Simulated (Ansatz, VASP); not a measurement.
**One calculation of CsNi3, two programs**

```
Cs Ni
1.0
     4.17835    0.00000    0.00000
     0.00000    4.17835    0.00000
     0.00000    0.00000    4.17835
Cs Ni
1 3
Direct
  0.00000 0.00000 0.00000
  0.00000 0.50000 0.50000
  0.50000 0.00000 0.50000
  0.50000 0.50000 0.00000
```

Alike in both runs: task single point; functional PBE; k mesh 4 × 4 × 4; occupations gaussian, width 0.1 eV; collinear spin.

```csv
,VASP,Ansatz
version,VASP 6.6.1,Ansatz 0.2.0
potentials or method,"VASP PAW PBE potentials, release 64 (Cs_sv, Ni), cutoff 520 eV","scalar-relativistic, plane waves, PAW"
valence electrons in the cell,39,63
```

Ansatz gave:

| Property | Result |
| --- | --- |
| gap on the k mesh at the Fermi level (eV) | none |
| pressure (GPa) | -4.2 |
| net moment per atom (μB) | 0.34 |
| size of the moment on the site where the two differ most (μB) | 0.50 |

Task: Estimate VASP's values.

Result: gap on the k mesh at the Fermi level (eV): none; pressure (GPa): -3.2; net moment per atom (μB): 0.34; size of the moment on the site where the two differ most (μB): 0.50.

Site moments also hang on the region over which each program counts them. A gap of «none» marks a metal or a gap that the smearing closes. With one functional, cell and mesh, what is left measures potentials, basis and numerics. VASP's potentials hold 39 valence electrons a cell and Ansatz's 63, so a difference there can come from the potentials and not from the codes.

The k mesh is coarse, so the values compare programs but aren't converged. Neither program's run includes spin-orbit coupling.
